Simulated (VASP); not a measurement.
A run of VASP 6.6.1 is set up as follows.

File INCAR:

```
SYSTEM = Zr
PREC     = Accurate       ! precision mode
ENCUT    = 520            ! plane-wave cutoff, eV
EDIFF    = 1E-6           ! SCF threshold, eV
ISMEAR   = -1             ! smearing method
SIGMA    = 0.1            ! smearing width, eV
LREAL    = .False.        ! projectors in reciprocal space
LASPH    = .True.         ! aspherical terms in the spheres
NELM     = 100            ! most SCF steps
ALGO     = Normal         ! electronic algorithm
ISIF     = 2              ! what is computed and relaxed
LWAVE    = .False.        ! write WAVECAR
LCHARG   = .True.         ! write CHGCAR
LELF     = .True.         ! ELF
LVHAR    = .True.       
NBANDS   = 19             ! bands
```

The input KPOINTS:

```
Automatic mesh
0
Gamma
  14 14 8
  0 0 0
```

The input POSCAR:

```
Zr
1.0
    2.8544553761      0.0000000000      0.0000000000
   -1.4272276880      2.4720308697      0.0000000000
    0.0000000000      0.0000000000      4.9416670538
Zr
2
Direct
    0.3333333333      0.6666666667      0.2500000000
    0.6666666667      0.3333333333      0.7500000000
```

Potentials or basis: VASP PAW LDA potentials, release 64 (Zr_sv).

Run with:

```console
$ cat potpaw_LDA.64/Zr_sv/POTCAR > POTCAR
$ mpirun -np 1 vasp_std > vasp.out
```

Estimate the band gap on the k mesh.

zero (band 12 reaches 13.39 eV, above the bottom of band 13 at 12.10 eV).

Estimate the pressure.

31.7 GPa.
